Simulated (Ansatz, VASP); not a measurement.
C: VASP beside Ansatz

The input INCAR:

```
SYSTEM = C
ALGO = Normal
EDIFF = 1E-6
ENCUT = 910
GGA = CA
GGA_COMPAT = .False.
ISIF = 2
ISMEAR = 0
LASPH = .True.
LCHARG = .False.
LREAL = .False.
LWAVE = .False.
NBANDS = 26
NELM = 120
PREC = Accurate
SIGMA = 0.05
```

Contents of KPOINTS:

```
k-points
0
Gamma
  8 8 8
  0 0 0
```

The input POSCAR:

```
C
1.0
   -2.4103983070      2.4224502985      2.4224502985
    2.4103983070     -2.3983463155      2.3983463155
    2.4103983070      2.3983463155     -2.3983463155
C
8
Direct
    0.3254710870      0.0000000000      0.0000000000
    0.6745289130      0.6745289130      0.6745289130
    0.0000000000      0.3254710870      0.0000000000
    0.0000000000      0.0000000000      0.3254710870
    0.0000000000      0.6745289130      0.0000000000
    0.3254710870      0.3254710870      0.3254710870
    0.6745289130      0.0000000000      0.0000000000
    0.0000000000      0.0000000000      0.6745289130
```

Input for Ansatz:

```yaml
crystal:
  lattice:
    - [-2.410398307, 2.4224502985, 2.4224502985]
    - [2.410398307, -2.3983463155, 2.3983463155]
    - [2.410398307, 2.3983463155, -2.3983463155]
  atoms:
    - { symbol: C, position: [0.325471087, 0.0, 0.0] }
    - { symbol: C, position: [0.674528913, 0.674528913, 0.674528913] }
    - { symbol: C, position: [0.0, 0.325471087, 0.0] }
    - { symbol: C, position: [0.0, 0.0, 0.325471087] }
    - { symbol: C, position: [0.0, 0.674528913, 0.0] }
    - { symbol: C, position: [0.325471087, 0.325471087, 0.325471087] }
    - { symbol: C, position: [0.674528913, 0.0, 0.0] }
    - { symbol: C, position: [0.0, 0.0, 0.674528913] }
basis:
  ecutwfc: 420
kpoints:
  mp_grid: { grid: [8, 8, 8] }
hamiltonian:
  xc: lda
scf:
  occupations: { method: gaussian, width: 0.05 }
output:
  forces: true
  stress: true
  eigenvalues: true
```

Change from the starting cell: strain +0.0100 x Voigt [0, 0, 0, 1, 0, 0], atoms carried along.

Alike in both runs: task single point; functional LDA; k mesh 8 × 8 × 8; occupations gaussian, width 0.05 eV; no spin polarisation.

|  | VASP | Ansatz |
| --- | --- | --- |
| version | VASP 6.6.1 | Ansatz 0.2.0 |
| potentials or method | VASP PAW LDA potentials, release 64 (C_h), cutoff 910 eV | scalar-relativistic, plane waves, PAW |
| valence electrons in the cell | 32 | 32 |

|  | VASP | Ansatz | Ansatz less VASP |
| --- | --- | --- | --- |
| gap on the k mesh at the Fermi level (eV) | 2.95 | 2.95 | +0.005 |
| least direct gap on the mesh (eV) | 3.76 | 3.78 | +0.017 |
| rms of the force components (eV/Å) | 0.026 | 0.015 | -0.0107 |

LDA's correlation is that of Perdew and Zunger in VASP and of Perdew and Wang (1992) in Ansatz. Atom by atom the forces differ by 0.022 eV/Å (rms over components).

Noted on VASP's run: the cutoff is short for stress, so the pressure is rough.
